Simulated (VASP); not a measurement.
Crystal: InTe4.

```
In Te
1.0
    -3.39133    3.39133    3.39133
     3.39133   -3.39133    3.39133
     3.39133    3.39133   -3.39133
In Te
1 4
Direct
  0.00000 0.00000 0.00000
  0.50000 0.50000 0.50000
  0.50000 0.00000 0.00000
  0.00000 0.00000 0.50000
  0.00000 0.50000 0.00000
```

The cell was generated, and may not be a known phase.

- Program: VASP 6.6.1
- Task: relaxation of cell and atoms
- Functional: PBE
- Potentials or basis: VASP PAW PBE potentials, release 64 (In_d, Te)
- Cutoff: 600 eV
- k mesh: 4 × 4 × 4
- Occupations: gaussian, width 0.1 eV
- Spin: no spin polarisation

At the start: pressure 5.6 GPa; volume 31.20 Å³/atom.

Q: How do energy, volume and symmetry change on relaxing?

A: Over 3 steps the energy falls by 55.4 meV/atom and the volume is 34.70 Å³/atom (+11.2 %); space group Im-3m (No. 229, to 0.1 Å) before and after.

Step by step:
| step | energy change (eV) | largest force (eV/Å) | pressure (GPa) | volume (Å³) |
| --- | --- | --- | --- | --- |
| 1 | 0.0000 | 0.0000 | 5.63 | 156.02 |
| 2 | -0.2286 | 0.0000 | -1.73 | 182.12 |
| 3 | -0.2772 | 0.0000 | 0.02 | 173.48 |

Final structure:
```
In Te
1.0
    -3.51341    3.51341    3.51341
     3.51341   -3.51341    3.51341
     3.51341    3.51341   -3.51341
In Te
1 4
Cartesian
  0.0000 0.0000 0.0000
  1.7567 1.7567 1.7567
  -1.7567 1.7567 1.7567
  1.7567 1.7567 -1.7567
  1.7567 -1.7567 1.7567
```
